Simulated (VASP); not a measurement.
Crystal: Cu.

```
Cu
1.0
     4.05627    0.00000    0.00000
    -2.02814    3.51283    0.00000
     0.00000    0.00000    2.48649
Cu
3
Direct
  0.00000 0.00000 0.00000
  0.33333 0.66667 0.50000
  0.66667 0.33333 0.50000
```

This isn't the form of Cu at room conditions, which is fcc.

* Program: VASP 6.6.1
* Task: relaxation of cell and atoms
* Functional: PBE
* Potentials or basis: VASP PAW PBE potentials, release 64 (Cu)
* Cutoff: 600 eV
* k mesh: 9 × 9 × 13
* Occupations: fermi-dirac, width 0.1 eV
* Spin: no spin polarisation

At the start: pressure 5.2 GPa; volume 11.81 Å³/atom.

Where does the relaxation end?

Over 6 steps the energy falls by 9.2 meV/atom and the volume is 12.24 Å³/atom (+3.7 %); space group P6/mmm (No. 191, to 0.1 Å) before and after.

The path:
| step | energy change (eV) | largest force (eV/Å) | pressure (GPa) | volume (Å³) |
| --- | --- | --- | --- | --- |
| 1 | 0.0000 | 0.0000 | 5.21 | 35.43 |
| 2 | -0.0218 | 0.0000 | -2.44 | 37.43 |
| 3 | -0.0263 | 0.0000 | -0.35 | 36.82 |
| 4 | -0.0263 | 0.0000 | -0.47 | 36.84 |
| 5 | -0.0276 | 0.0000 | -0.15 | 36.75 |
| 6 | -0.0276 | 0.0000 | -0.07 | 36.73 |

Final structure:
```
Cu
1.0
     4.13402    0.00000    0.00000
    -2.06701    3.58017    0.00000
     0.00000    0.00000    2.48148
Cu
3
Cartesian
  0.0000 0.0000 0.0000
  0.0000 2.3868 1.2407
  2.0670 1.1934 1.2407
```
